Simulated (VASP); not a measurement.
# Cr (Im-3m) in VASP: a series of runs

The runs below take Cr through single point, with PBE.

All numbers are computed with VASP 6.6.1; they aren't measurements. Logs are shortened: lines on timing, memory, paths and dates and some standing lists are left out, and cuts for length are marked.

### 1 The cell of the first run

Symmetry: Im-3m, No. 229, cubic system. Conventional cell: a = 2.826 Å, b = 2.826 Å, c = 2.826 Å, α = 90.00°, β = 90.00°, γ = 90.00°. Cr (site symmetry m-3m) has 14 Cr at 2.45 to 2.83 Å within 3.2 Å.

### 2 Single point, PBE, collinear spin, ferromagnetic start

Input file INCAR:

```
SYSTEM = Cr
PREC = Accurate
ENCUT = 520
EDIFF = 1E-7
ISMEAR = 0
SIGMA = 0.05
LREAL = .False.
LASPH = .True.
NELM = 150
ALGO = Normal
ISIF = 2
LWAVE = .False.
LCHARG = .False.
ISPIN = 2
MAGMOM = 0.05
LORBIT = 11
LMAXMIX = 4
GGA = PE
NBANDS = 16
```

Input file KPOINTS:

```
Automatic mesh
0
Gamma
  22 22 22
  0 0 0
```

Input file POSCAR:

```
Cr
1.0
   -1.4128509748      1.4128509748      1.4128509748
    1.4128509748     -1.4128509748      1.4128509748
    1.4128509748      1.4128509748     -1.4128509748
Cr
1
Direct
    0.0000000000      0.0000000000      0.0000000000
```

Potentials or basis: VASP PAW PBE potentials, release 64 (Cr_pv).

Started as:

```
> cat potpaw_PBE.64/Cr_pv/POTCAR > POTCAR
> mpirun -np 1 vasp_std > vasp.out
```

OUTCAR:

```text
SYSTEM = Cr
   PREC = Accurate
   ENCUT = 520
   EDIFF = 1E-7
   ISMEAR = 0
   LREAL = .False.
   LASPH = .True.
   NELM = 150
   ISIF = 2
   ISPIN = 2
   LORBIT = 11
   GGA = PE

 ion  position               nearest neighbor table
   1  0.000  0.000  0.000-

  LATTYP: Found a body centered cubic cell.
 ALAT       =     2.8257019496

  Lattice vectors:

 A1 = (  -1.4128509748,   1.4128509748,   1.4128509748)
 A2 = (   1.4128509748,  -1.4128509748,   1.4128509748)
 A3 = (   1.4128509748,   1.4128509748,  -1.4128509748)

Analysis of symmetry for initial positions (statically):
=====================================================================
 Subroutine PRICEL returns:
 Original cell was already a primitive cell.

 Routine SETGRP: Setting up the symmetry group for a
 body centered cubic supercell.

 Subroutine GETGRP returns: Found 48 space group operations
 (whereof 48 operations were pure point group operations)
 out of a pool of 48 trial point group operations.

The static configuration has the point symmetry O_h .

Analysis of symmetry for dynamics (positions and initial velocities):
=====================================================================
 Subroutine PRICEL returns:
 Original cell was already a primitive cell.

 Routine SETGRP: Setting up the symmetry group for a
 body centered cubic supercell.

 Subroutine GETGRP returns: Found 48 space group operations
 (whereof 48 operations were pure point group operations)
 out of a pool of 48 trial point group operations.

The dynamic configuration has the point symmetry O_h .

Analysis of structural, dynamic, and magnetic symmetry:
=====================================================================
 Subroutine PRICEL returns:
 Original cell was already a primitive cell.

 Routine SETGRP: Setting up the symmetry group for a
 body centered cubic supercell.

 Subroutine GETGRP returns: Found 48 space group operations
 (whereof 48 operations were pure point group operations)
 out of a pool of 48 trial point group operations.

The overall configuration has the point symmetry O_h .

 Subroutine INISYM returns: Found 48 space group operations
 (whereof 48 operations are pure point group operations),
 and found     1 'primitive' translations

----------------------------------------------------------------------------------------

                                     Primitive cell

  volume of cell :      11.2810

  direct lattice vectors                    reciprocal lattice vectors
[... 97 lines left out ...]
   NUPDOWN=      -1.0000    fix difference up-down
   EMIN   =  10.00;   EMAX   =-10.00  energy-range for DOS
   EFERMI =   0.00;   METHOD = LEGACY
   ISMEAR =     0;   SIGMA  =   0.05  broadening in eV -4-tet -1-fermi 0-gaus
   EFERMI_NEDOS =   21; number of points for ismear=-14 and -15
   IALGO  =     38    algorithm
   IMIX   =      4    mixing-type and parameters
     AMIX     =   0.40;   BMIX     =  1.00
     AMIX_MAG =   1.60;   BMIX_MAG =  1.00
  volume/ion in A,a.u.               =      11.28        76.13
  Fermi-wavevector in a.u.,A,eV,Ry     =   1.671163  3.158041 37.998172  2.792787
  Thomas-Fermi vector in A             =   2.756534
   LORBIT       =     11    0 simple, 1 ext, 2 COOP (PROOUT), +10 PAW based schemes
   GGA     = PE    functional components
   LHFCALC =     F    Hartree Fock is set to
   AEXX    =    0.0000 exact exchange contribution
   IVDW    =     0    specifies the selected vdW correction
   LEPSILON=     F    determine dielectric tensor
   LRPA    =     F    only Hartree local field effects (RPA)
 spin polarized calculation
 Gauss-broadening in eV      SIGMA  =   0.05
  energy-cutoff  :      520.00
  volume of cell :       11.28
 maximum number of plane-waves:       321
   NGX =  9   NGY =  9   NGZ =  9

 number of electron      12.0000008 magnetization      -0.0000095

 number of electron      12.0000008 magnetization       0.0000050

 Free energy of the ion-electron system (eV)
  ---------------------------------------------------
  ext. energy  EPLUGINS =         0.00000000
  ---------------------------------------------------
  free energy    TOTEN  =        -9.50993521 eV

  energy without entropy =       -9.50854814  energy(sigma->0) =       -9.50924168

 E-fermi :  11.3215     XC(G=0): -13.8119

 val. band max:       11.3155642882   @ k =  -0.1818   0.2727   0.0909
 cond. band min:      11.3221575060   @ k =  -0.2727   0.3182   0.1364
 fundamental gap:      0.0065932177
 Fermi energy:        11.3215303842

 spin component 1

 k-point     1 :       0.0000    0.0000    0.0000
  band No.  band energies     occupation
      1     -31.3819      1.00000
      2     -31.3819      1.00000
      3     -31.3819      1.00000
      4       3.3723      1.00000
      5      10.3705      1.00000
      6      10.3705      1.00000
[... 435 lines left out ...]
      5       9.8597      1.00000
      6       9.9938      1.00000
[... 8 lines left out ...]
     15      40.1582      0.00000
     16      43.1843      0.00000

 [... further k-points ...]

 spin component 2

 k-point     1 :       0.0000    0.0000    0.0000
  band No.  band energies     occupation
      1     -31.3819      1.00000
      2     -31.3819      1.00000
      3     -31.3819      1.00000
      4       3.3723      1.00000
      5      10.3705      1.00000
      6      10.3705      1.00000
[... 435 lines left out ...]
      5       9.8597      1.00000
      6       9.9938      1.00000
[... 8 lines left out ...]
     15      40.1582      0.00000
     16      43.1843      0.00000

 [... further k-points ...]
[... 5 lines left out ...]
  --------------------------------------------------------------------------------------
  -------------------------------------------------------------------------------------
  Total        0.4183773      0.4183773      0.4183773      0.0000000      0.0000000      0.0000000
  in kB       59.4195952     59.4195952     59.4195952      0.0000000      0.0000000      0.0000000
  external PRESSURE =      59.4195952 kB  Pullay stress =       0.0000000 kB

 VOLUME and BASIS-vectors are now :
 -----------------------------------------------------------------------------
  energy-cutoff  :      520.00
  volume of cell :       11.28
      direct lattice vectors                 reciprocal lattice vectors
    -1.412850975  1.412850975  1.412850975     0.000000000  0.353894366  0.353894366
     1.412850975 -1.412850975  1.412850975     0.353894366  0.000000000  0.353894366
     1.412850975  1.412850975 -1.412850975     0.353894366  0.353894366  0.000000000

 POSITION                                       TOTAL-FORCE (eV/Angst)
 -----------------------------------------------------------------------------------
      0.00000      0.00000      0.00000         0.000000     -0.000000      0.000000
 -----------------------------------------------------------------------------------
    total drift:                                0.000000      0.000000      0.000000

  FREE ENERGIE OF THE ION-ELECTRON SYSTEM (eV)
  ---------------------------------------------------
  free  energy   TOTEN  =        -9.5099352114 eV

  energy  without entropy=       -9.5085481445  energy(sigma->0) =       -9.50924168

 total charge

# of ion       s       p       d       tot
------------------------------------------
    1        0.450   6.422   4.240  11.111

 magnetization (x)

# of ion       s       p       d       tot
------------------------------------------
    1       -0.000   0.000   0.000   0.000
```

Run time: 84 s. Hardware: 1 thread of Intel Xeon Platinum 8488C (Sapphire Rapids), shared host; peak memory 0.19 GiB.

Results:

```
Free energy                                           : -9.5099 eV
Pressure                                              : 5.9 GPa
Band gap on the k mesh                                : zero (filled and empty bands overlap)
Net moment                                            : 0.00 μB per cell
Valence electrons inside the program's atomic spheres : Cr 11.11
```

Levels at points of the mesh, in eV from the Fermi level:
Spin up:
```csv
k point,band 4,band 5,band 6,band 7,band 8,band 9
"(0.00, 0.00, 0.00)",-7.95,-0.95,-0.95,-0.95,1.17,1.17
"(0.50, 0.00, 0.00)",-4.56,-2.55,1.17,1.17,1.52,2.92
"(0.50, 0.50, 0.50)",-4.47,-4.47,2.52,2.52,2.52,7.11
```
Spin down:
```csv
k point,band 4,band 5,band 6,band 7,band 8,band 9
"(0.00, 0.00, 0.00)",-7.95,-0.95,-0.95,-0.95,1.17,1.17
"(0.50, 0.00, 0.00)",-4.56,-2.55,1.17,1.17,1.52,2.92
"(0.50, 0.50, 0.50)",-4.47,-4.47,2.52,2.52,2.52,7.11
```

### 3 Single point, PBE, collinear spin, ferromagnetic start

This run uses another cell than the first one, of 11.55 Å³/atom, 1.024 times its volume.

Input file INCAR:

```
PREC = Accurate
ENCUT = 520
EDIFF = 1E-6
ISMEAR = 0
SIGMA = 0.05
LREAL = F
LASPH = T
NELM = 150
ALGO = Fast
ISIF = 2
LWAVE = F
LCHARG = F
ISPIN = 2
MAGMOM = 0.05
LORBIT = 11
LMAXMIX = 4
GGA = PE
NBANDS = 16
```

Input file KPOINTS:

```
regular mesh
0
Gamma
  22 22 22
```

Input file POSCAR:

```
Cr
1.0
   -1.4241107216      1.4241107216      1.4241107216
    1.4241107216     -1.4241107216      1.4241107216
    1.4241107216      1.4241107216     -1.4241107216
Cr
1
Direct
    0.0000000000      0.0000000000      0.0000000000
```

Potentials or basis: VASP PAW PBE potentials, release 64 (Cr_pv).

Started as:

```
> cat potpaw_PBE.64/Cr_pv/POTCAR > POTCAR
> mpirun -np 1 vasp_std > vasp.out
```

Wall time 72 s (1 thread of Intel Xeon Platinum 8488C (Sapphire Rapids), shared host); peak memory 0.18 GiB.

The run converged. Its results:

```yaml
Free_energy: -9.5146 eV
Pressure: -0.4 GPa
Band_gap_on_the_k_mesh: zero (filled and empty bands overlap)
Net_moment: 0.00 μB per cell
Valence_electrons_inside_the_program's_atomic_spheres: Cr 11.06
```

Levels at points of the mesh, in eV from the Fermi level:
Spin up:
| k point | band 3 | band 4 | band 5 | band 6 | band 7 | band 8 | band 9 | band 10 |
| --- | --- | --- | --- | --- | --- | --- | --- | --- |
| (0.00, 0.00, 0.00) | -42.73 | -7.86 | -0.92 | -0.92 | -0.92 | 1.14 | 1.14 | 7.10 |
| (0.50, 0.00, 0.00) | -42.74 | -4.43 | -2.46 | 1.11 | 1.13 | 1.47 | 2.83 | 7.09 |
| (0.50, 0.50, 0.50) | -43.36 | -4.31 | -4.31 | 2.44 | 2.44 | 2.44 | 7.09 | 10.60 |
Spin down:
| k point | band 4 | band 5 | band 6 | band 7 | band 8 | band 9 |
| --- | --- | --- | --- | --- | --- | --- |
| (0.00, 0.00, 0.00) | -7.86 | -0.92 | -0.92 | -0.92 | 1.14 | 1.14 |
| (0.50, 0.00, 0.00) | -4.43 | -2.46 | 1.11 | 1.13 | 1.47 | 2.83 |
| (0.50, 0.50, 0.50) | -4.31 | -4.31 | 2.44 | 2.44 | 2.44 | 7.09 |

### 4 Single point, PBE, collinear spin, antiferromagnetic start

This run uses another cell than the first one: it holds 2 atoms, not 1.

Input file INCAR:

```
  PREC = Accurate
  ENCUT = 520
  EDIFF = 1E-7
  ISMEAR = 0
  SIGMA = 0.05
  LREAL = F
  LASPH = T
  NELM = 150
  ALGO = Normal
  ISIF = 2
  LWAVE = F
  LCHARG = F
  ISPIN = 2
  MAGMOM = 0.98 -0.98
  LORBIT = 11
  LMAXMIX = 4
  GGA = PE
  NBANDS = 23
```

Input file KPOINTS:

```
regular mesh
0
Gamma
  16 16 16
```

Input file POSCAR:

```
Cr
1.0
    2.8664308390      0.0000000000      0.0000000000
    0.0000000000      2.8664308390      0.0000000000
    0.0000000000      0.0000000000      2.8664308390
Cr
2
Direct
    0.0000000000      0.0000000000      0.0000000000
    0.5000000000      0.5000000000      0.5000000000
```

Started as:

```
> cat potpaw_PBE.64/Cr_pv/POTCAR > POTCAR
> mpirun -np 1 vasp_std > vasp.out
```

Wall time 2.4 min (1 thread of Intel Xeon Platinum 8488C (Sapphire Rapids), shared host); peak memory 0.23 GiB.

It converged, with:

```yaml
Free_energy: -19.0609 eV
Pressure: -0.1 GPa
Band_gap_on_the_k_mesh: zero (filled and empty bands overlap)
Net_moment: 0.00 μB per cell
Site_moments: Cr +1.13, -1.13 μB
Valence_electrons_inside_the_program's_atomic_spheres: Cr 11.02
```

Levels at points of the mesh, in eV from the Fermi level:
Spin up:
```
           k point  band 10  band 11  band 12  band 13  band 14  band 15
(0.00, 0.00, 0.00)    -0.85    -0.85    -0.85     1.28     1.28     2.63
(0.50, 0.00, 0.00)    -1.25    -0.78    -0.78     0.22     0.25     0.25
(0.50, 0.50, 0.00)    -2.33     1.12     1.12     1.13     1.14     1.39
(0.50, 0.50, 0.50)    -1.83    -1.83    -1.83     1.18     1.18     2.11
```
Spin down:
| k point | band 9 | band 10 | band 11 | band 12 | band 13 | band 14 | band 15 | band 16 |
| --- | --- | --- | --- | --- | --- | --- | --- | --- |
| (0.00, 0.00, 0.00) | -4.12 | -0.85 | -0.85 | -0.85 | 1.28 | 1.28 | 2.63 | 2.63 |
| (0.50, 0.00, 0.00) | -2.02 | -1.25 | -0.78 | -0.78 | 0.22 | 0.25 | 0.25 | 1.39 |
| (0.50, 0.50, 0.00) | -2.33 | -2.33 | 1.12 | 1.12 | 1.13 | 1.14 | 1.39 | 2.04 |
| (0.50, 0.50, 0.50) | -2.54 | -1.83 | -1.83 | -1.83 | 1.18 | 1.18 | 2.11 | 2.11 |

### 5 Single point, PBE, collinear spin, ferromagnetic start

This run uses another cell than the first one: it holds 2 atoms, not 1.

Input file INCAR:

```
SYSTEM = Cr
PREC = Accurate
ENCUT = 520
EDIFF = 1E-6
ISMEAR = 0
SIGMA = 0.05
LREAL = .False.
LASPH = .True.
NELM = 150
ALGO = Fast
ISIF = 2
LWAVE = .False.
LCHARG = .False.
ISPIN = 2
MAGMOM = 2 2
LORBIT = 11
LMAXMIX = 4
GGA = PE
NBANDS = 23
```

Input file KPOINTS:

```
regular mesh
0
Gamma
  14 14 8
  0 0 0
```

Input file POSCAR:

```
Cr
1.0
    1.4241107216     -1.4241107216      1.4241107216
   -1.4241107216      1.4241107216      1.4241107216
   -2.8482214432     -2.8482214432      0.0000000000
Cr
2
Direct
    0.0000000000      0.0000000000      0.0000000000
    0.5000000000      0.5000000000      0.5000000000
```

Started as:

```
> cat potpaw_PBE.64/Cr_pv/POTCAR > POTCAR
> mpirun -np 1 vasp_std > vasp.out
```

Wall time 98 s (1 thread of Intel Xeon 6975P-C (Granite Rapids), shared host); peak memory 0.29 GiB.

Results (log left out):

| Property | Result |
| --- | --- |
| Free energy | -19.0270 eV |
| Pressure | -0.6 GPa |
| Band gap on the k mesh | zero (filled and empty bands overlap) |
| Net moment | 0.00 μB per cell |
| Valence electrons inside the program's atomic spheres | Cr 11.06 |

Stress tensor (GPa, compression positive):
```
-0.38 -0.33  0.00
-0.33 -0.38  0.00
 0.00  0.00 -0.98
```

Levels at points of the mesh, in eV from the Fermi level:
Spin up:
| k point | band 10 | band 11 | band 12 | band 13 | band 14 | band 15 |
| --- | --- | --- | --- | --- | --- | --- |
| (0.00, 0.00, 0.00) | -0.98 | -0.98 | -0.97 | 1.05 | 1.07 | 1.07 |
| (0.50, 0.00, 0.00) | -2.45 | -1.69 | -1.69 | 0.86 | 0.86 | 1.55 |
| (0.50, 0.50, 0.00) | -2.52 | 1.05 | 1.08 | 1.42 | 2.37 | 2.38 |
| (0.00, 0.00, 0.50) | -1.80 | -1.29 | -1.29 | 0.68 | 0.68 | 0.74 |
| (0.50, 0.00, 0.50) | -2.52 | 1.05 | 1.05 | 1.07 | 1.07 | 1.41 |
| (0.50, 0.50, 0.50) | -2.86 | -0.56 | -0.56 | 0.32 | 0.32 | 2.56 |
Spin down:
```tsv
k point	band 9	band 10	band 11	band 12	band 13	band 14	band 15	band 16
(0.00, 0.00, 0.00)	-2.53	-0.98	-0.98	-0.97	1.05	1.07	1.07	1.08
(0.50, 0.00, 0.00)	-2.45	-2.45	-1.69	-1.69	0.86	0.86	1.55	1.55
(0.50, 0.50, 0.00)	-4.38	-2.52	1.05	1.08	1.42	2.37	2.38	2.38
(0.00, 0.00, 0.50)	-1.80	-1.80	-1.29	-1.29	0.68	0.68	0.74	0.74
(0.50, 0.00, 0.50)	-2.52	-2.52	1.05	1.05	1.07	1.07	1.41	1.41
(0.50, 0.50, 0.50)	-2.86	-2.86	-0.56	-0.56	0.32	0.32	2.56	2.56
```

Caveat: the starting moments collapsed, and a magnetic state may lie lower.

### 6 Single point, PBE, collinear spin, antiferromagnetic start

This run uses another cell than the first one: it holds 2 atoms, not 1.

Input file INCAR:

```
ALGO = Normal ; EDIFF = 1E-7
ENCUT = 520 ; GGA = PE
ISIF = 2 ; ISMEAR = 0
ISPIN = 2 ; LASPH = T
LCHARG = F ; LMAXMIX = 4
LORBIT = 11 ; LREAL = F
LWAVE = F ; MAGMOM = 2 -2
NBANDS = 23 ; NELM = 150
PREC = Accurate ; SIGMA = 0.05
```

Input file KPOINTS:

```
k-points
0
Gamma
  14 14 8
```

POSCAR is that of step 5.

Potentials or basis: VASP PAW PBE potentials, release 64 (Cr_pv).

Started as:

```
> cat potpaw_PBE.64/Cr_pv/POTCAR > POTCAR
> mpirun -np 1 vasp_std > vasp.out
```

Wall time 1.7 min (1 thread of Intel Xeon 6975P-C (Granite Rapids), shared host); peak memory 0.29 GiB.

It converged, with:

- Free energy: -19.0270 eV
- Pressure: -0.6 GPa
- Band gap on the k mesh: zero (filled and empty bands overlap)
- Net moment: 0.00 μB per cell
- Valence electrons inside the program's atomic spheres: Cr 11.06

Stress tensor (GPa, compression positive):
```
-0.38 -0.33  0.00
-0.33 -0.38  0.00
 0.00  0.00 -0.98
```

Levels at points of the mesh, in eV from the Fermi level:
Spin up:
```tsv
k point	band 9	band 10	band 11	band 12	band 13	band 14	band 15	band 16
(0.00, 0.00, 0.00)	-2.53	-0.98	-0.98	-0.97	1.05	1.07	1.07	1.08
(0.50, 0.00, 0.00)	-2.46	-2.45	-1.69	-1.69	0.86	0.86	1.55	1.55
(0.50, 0.50, 0.00)	-4.38	-2.52	1.05	1.08	1.42	2.37	2.38	2.38
(0.00, 0.00, 0.50)	-1.80	-1.80	-1.29	-1.29	0.68	0.68	0.74	0.74
(0.50, 0.00, 0.50)	-2.52	-2.52	1.05	1.05	1.07	1.07	1.41	1.41
(0.50, 0.50, 0.50)	-2.86	-2.86	-0.56	-0.56	0.32	0.32	2.56	2.56
```
Spin down:
```csv
k point,band 8,band 9,band 10,band 11,band 12,band 13,band 14,band 15,band 16,band 17
"(0.00, 0.00, 0.00)",-4.50,-2.53,-0.98,-0.98,-0.97,1.05,1.07,1.07,1.08,1.42
"(0.50, 0.00, 0.00)",-3.40,-2.46,-2.45,-1.69,-1.69,0.86,0.86,1.55,1.55,4.43
"(0.50, 0.50, 0.00)",-4.38,-4.38,-2.52,1.05,1.08,1.42,2.37,2.38,2.38,2.76
"(0.00, 0.00, 0.50)",-5.62,-1.80,-1.80,-1.29,-1.29,0.68,0.68,0.74,0.74,1.19
"(0.50, 0.00, 0.50)",-4.50,-2.52,-2.52,1.05,1.05,1.07,1.07,1.41,1.41,2.77
"(0.50, 0.50, 0.50)",-3.58,-2.86,-2.86,-0.56,-0.56,0.32,0.32,2.56,2.56,6.69
```

Caveat: the starting moments collapsed, and a magnetic state may lie lower.

### 7 The runs side by side

| spin | cell | k mesh | gap on the mesh (eV) | pressure (GPa) | moment (μB) |
| --- | --- | --- | --- | --- | --- |
| collinear, ferromagnetic start | a = 2.447 Å, angles 109.5°, 1 atom | 22 × 22 × 22 | none | 5.9 | 0.00 |
| collinear, ferromagnetic start | a = 2.467 Å, angles 109.5°, 1 atom | 22 × 22 × 22 | none | -0.4 | 0.00 |
| collinear, antiferromagnetic start | a = 2.866 Å, 2 atoms | 16 × 16 × 16 | none | -0.1 | 0.00 |

Alike in all rows: task single point; level PBE; potentials or basis VASP PAW PBE potentials, release 64 (Cr_pv); cutoff (eV) 520; smearing gaussian 0.05 eV.

Total energies depend on the potentials used, so only differences within one code and one set of settings carry meaning.
